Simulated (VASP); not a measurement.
# LaBe (Pm-3m) in VASP: single point with HSE06

Aim: the single point of LaBe with HSE06.

Everything below comes from runs of VASP 6.6.1. Logs are shortened: lines on timing, memory, paths and dates and some standing lists are left out, and cuts for length are marked.

### Step 1. The cell of the first run

The structure is cubic, space group Pm-3m (No. 221). Conventional cell: a = 3.580 Å, b = 3.580 Å, c = 3.580 Å, α = 90.00°, β = 90.00°, γ = 90.00°. Within 4.1 Å of Be (site symmetry m-3m) lie 8 La at 3.10 Å and 6 Be at 3.58 Å. Within 4.1 Å of La (site symmetry m-3m) lie 8 Be at 3.10 Å and 6 La at 3.58 Å.

### Step 2. Single point, HSE06

Contents of POSCAR:

```
LaBe
1.0
    3.5803480000      0.0000000000      0.0000000000
    0.0000000000      3.5803480000      0.0000000000
    0.0000000000      0.0000000000      3.5803480000
Be La
1 1
Direct
    0.0000000000      0.0000000000      0.0000000000
    0.5000000000      0.5000000000      0.5000000000
```

Contents of INCAR.step1:

```
SYSTEM = LaBe
ALGO     = Normal         ! electronic algorithm
EDIFF    = 1E-5           ! SCF threshold, eV
ENCUT    = 520            ! plane-wave cutoff, eV
GGA      = PE             ! functional
GGA_COMPAT= .FALSE.      
ISIF     = 2              ! what is computed and relaxed
ISMEAR   = 0              ! smearing method
LASPH    = .TRUE.         ! aspherical terms in the spheres
LCHARG   = .FALSE.        ! write CHGCAR
LMAXMIX  = 6              ! l up to which the mixer works
LREAL    = .FALSE.        ! projectors in reciprocal space
LWAVE    = .TRUE.         ! write WAVECAR
NBANDS   = 14             ! bands
NELM     = 200            ! most SCF steps
PREC     = Accurate       ! precision mode
SIGMA    = 0.243          ! smearing width, eV
```

Contents of INCAR.step2:

```
SYSTEM = LaBe
ALGO     = Normal         ! electronic algorithm
EDIFF    = 1E-6           ! SCF threshold, eV
ENCUT    = 520            ! plane-wave cutoff, eV
GGA      = PE             ! functional
GGA_COMPAT= .FALSE.      
HFSCREEN = 0.2079         ! screening, 1/A
ISIF     = 2              ! what is computed and relaxed
ISMEAR   = 0              ! smearing method
ISTART   = 1            
LASPH    = .TRUE.         ! aspherical terms in the spheres
LCHARG   = .FALSE.        ! write CHGCAR
LHFCALC  = .TRUE.         ! exact exchange
LMAXMIX  = 6              ! l up to which the mixer works
LREAL    = .FALSE.        ! projectors in reciprocal space
LWAVE    = .FALSE.        ! write WAVECAR
NBANDS   = 14             ! bands
NELM     = 200            ! most SCF steps
PREC     = Accurate       ! precision mode
PRECFOCK = Normal       
SIGMA    = 0.243          ! smearing width, eV
```

Contents of KPOINTS:

```
k-points
0
G
  3 3 3
  0 0 0
```

Potentials or basis: VASP PAW PBE potentials, release 64 (Be, La).

The run is started by

```bash
$ cat potpaw_PBE.64/Be/POTCAR potpaw_PBE.64/La/POTCAR > POTCAR
$ cp INCAR.step1 INCAR
$ mpirun -np 1 vasp_std > vasp.out
$ cp INCAR.step2 INCAR
$ mpirun -np 1 vasp_std > vasp.out
```

OUTCAR:

```text
SYSTEM = LaBe
   EDIFF = 1E-6
   ENCUT = 520
   GGA = PE
   HFSCREEN = 0.2079
   ISIF = 2
   ISMEAR = 0
   ISTART = 1
   LASPH = .TRUE.
   LHFCALC = .TRUE.
   LREAL = .FALSE.
   NELM = 200
   PREC = Accurate
   PRECFOCK = Normal

 ion  position               nearest neighbor table
   1  0.000  0.000  0.000-
   2  0.500  0.500  0.500-

  LATTYP: Found a simple cubic cell.
 ALAT       =     3.5803480000

  Lattice vectors:

 A1 = (   3.5803480000,   0.0000000000,   0.0000000000)
 A2 = (   0.0000000000,   3.5803480000,   0.0000000000)
 A3 = (   0.0000000000,   0.0000000000,   3.5803480000)

Analysis of symmetry for initial positions (statically):
=====================================================================
 Subroutine PRICEL returns:
 Original cell was already a primitive cell.

 Routine SETGRP: Setting up the symmetry group for a
 simple cubic supercell.

 Subroutine GETGRP returns: Found 48 space group operations
 (whereof 48 operations were pure point group operations)
 out of a pool of 48 trial point group operations.

The static configuration has the point symmetry O_h .

Analysis of symmetry for dynamics (positions and initial velocities):
=====================================================================
 Subroutine PRICEL returns:
 Original cell was already a primitive cell.

 Routine SETGRP: Setting up the symmetry group for a
 simple cubic supercell.

 Subroutine GETGRP returns: Found 48 space group operations
 (whereof 48 operations were pure point group operations)
 out of a pool of 48 trial point group operations.

The dynamic configuration has the point symmetry O_h .

 Subroutine INISYM returns: Found 48 space group operations
 (whereof 48 operations are pure point group operations),
 and found     1 'primitive' translations

----------------------------------------------------------------------------------------

                                     Primitive cell

  volume of cell :      45.8961

  direct lattice vectors                    reciprocal lattice vectors
     3.580348000  0.000000000  0.000000000     0.279302459  0.000000000  0.000000000
     0.000000000  3.580348000  0.000000000     0.000000000  0.279302459  0.000000000
     0.000000000  0.000000000  3.580348000     0.000000000  0.000000000  0.279302459

  length of vectors
     3.580348000  3.580348000  3.580348000     0.279302459  0.279302459  0.279302459

[... 77 lines left out ...]
   IMIX   =      1    mixing-type and parameters
     AMIX     =   0.40;   BMIX     =  1.00
     AMIX_MAG =   1.60;   BMIX_MAG =  1.00
  volume/ion in A,a.u.               =      22.95       154.86
  Fermi-wavevector in a.u.,A,eV,Ry     =   1.075138  2.031715 15.727257  1.155921
  Thomas-Fermi vector in A             =   2.210986
   LORBIT       =      0    0 simple, 1 ext, 2 COOP (PROOUT), +10 PAW based schemes
   GGA     = PE    functional components
   LHFCALC =     T    Hartree Fock is set to
   PRECFOCK=normal    Normal, Fast or Accurate (Low or Medium for compatibility)
   ENCUT4O =  -1.0   cutoff for four orbital integrals eV
   NKREDX  =     1    reduce k-point grid by
   NKREDY  =     1    reduce k-point grid by
   NKREDZ  =     1    reduce k-point grid by
   AEXX    =    0.2500 exact exchange contribution
   HFSCREEN=    0.2079 screening length (either q_TF or 0.3 A-1)
   HFSCREENC=   0.2079 screening length for correlation (either q_TF or 0.3 A-1)
   ENCUTFOCK=  -1.0 apply spherical cutoff to Coloumb kernel
   IVDW    =     0    specifies the selected vdW correction
   LEPSILON=     F    determine dielectric tensor
   LRPA    =     F    only Hartree local field effects (RPA)
 non-spin polarized calculation
 Gauss-broadening in eV      SIGMA  =   0.24
  energy-cutoff  :      520.00
  volume of cell :       45.90
 maximum number of plane-waves:      1242
 NGX is ok and might be reduce to    28
  NGX = 20; NGY = 20; NGZ = 20

 number of electron      13.0000000 magnetization

 Free energy of the ion-electron system (eV)
  ---------------------------------------------------
  ext. energy  EPLUGINS =         0.00000000
  ---------------------------------------------------
  free energy    TOTEN  =        -8.82031956 eV

  energy without entropy =       -8.79298343  energy(sigma->0) =       -8.80665149

 E-fermi :   7.4793     XC(G=0):  -8.1379

 val. band max:        7.3694936119   @ k =   0.3333   0.0000   0.0000
 cond. band min:       7.9136882107   @ k =   0.3333   0.3333   0.0000
 fundamental gap:      0.5441945988
 Fermi energy:         7.4792639669

 k-point     1 :       0.0000    0.0000    0.0000
  band No.  band energies     occupation
      1     -27.8822      2.00000
      2      -9.9028      2.00000
      3      -9.9028      2.00000
      4      -9.9028      2.00000
      5       1.0807      2.00000
      6       6.5932      2.00000
      7       6.5932      2.00000
      8      10.5960      0.00000
      9      10.5960      0.00000
     10      10.5960      0.00000
     11      11.7465      0.00000
     12      11.7465      0.00000
     13      11.7465      0.00000
     14      12.2124      0.00000
[... 37 lines left out ...]
      1     -27.5982      2.00000
      2     -10.6702      2.00000
      3     -10.5955      2.00000
      4     -10.5955      2.00000
      5       3.8182      2.00000
      6       5.6139      2.00000
      7       5.6139      2.00000
      8       9.1908      0.00000
      9      11.0463      0.00000
     10      11.0463      0.00000
     11      11.1622      0.00000
     12      12.1334      0.00000
     13      12.2302      0.00000
     14      12.2302      0.00000

------------------------ aborting loop because EDIFF is reached ----------------------------------------

  FORCE on cell =-STRESS in cart. coord.  units (eV):
  Direction    XX          YY          ZZ          XY          YZ          ZX
  --------------------------------------------------------------------------------------
  -------------------------------------------------------------------------------------
  Total       -0.8251577     -0.8251577     -0.8251577      0.0000000      0.0000000      0.0000000
  in kB      -28.8052602    -28.8052602    -28.8052602      0.0000000      0.0000000      0.0000000
  external PRESSURE =     -28.8052602 kB  Pullay stress =       0.0000000 kB

 VOLUME and BASIS-vectors are now :
 -----------------------------------------------------------------------------
  energy-cutoff  :      520.00
  volume of cell :       45.90
      direct lattice vectors                 reciprocal lattice vectors
     3.580348000  0.000000000  0.000000000     0.279302459  0.000000000  0.000000000
     0.000000000  3.580348000  0.000000000     0.000000000  0.279302459  0.000000000
     0.000000000  0.000000000  3.580348000     0.000000000  0.000000000  0.279302459

 POSITION                                       TOTAL-FORCE (eV/Angst)
 -----------------------------------------------------------------------------------
      0.00000      0.00000      0.00000         0.000000      0.000000      0.000000
      1.79017      1.79017      1.79017         0.000000      0.000000      0.000000
 -----------------------------------------------------------------------------------
    total drift:                                0.000000     -0.000008      0.000006

  FREE ENERGIE OF THE ION-ELECTRON SYSTEM (eV)
  ---------------------------------------------------
  free  energy   TOTEN  =        -8.8203195613 eV

  energy  without entropy=       -8.7929834256  energy(sigma->0) =       -8.80665149
```

Run time: 3.1 min. Hardware: 1 thread of Intel Xeon 8259CL, shared host; peak memory 0.26 GiB.

Results:

- Free energy: -8.8203 eV
- Pressure: -2.9 GPa

Levels at points of the mesh, in eV from the Fermi level:
| k point | band 4 | band 5 | band 6 | band 7 | band 8 | band 9 | band 10 | band 11 |
| --- | --- | --- | --- | --- | --- | --- | --- | --- |
| (0.00, 0.00, 0.00) | -17.38 | -6.40 | -0.89 | -0.89 | 3.12 | 3.12 | 3.12 | 4.27 |

Caveat: the k points lie up to 0.58 Å⁻¹ apart; the PAW data sets were made with another functional, which shifts forces and pressure a little; spin-orbit coupling is left out, which moves the levels of the heavy elements.
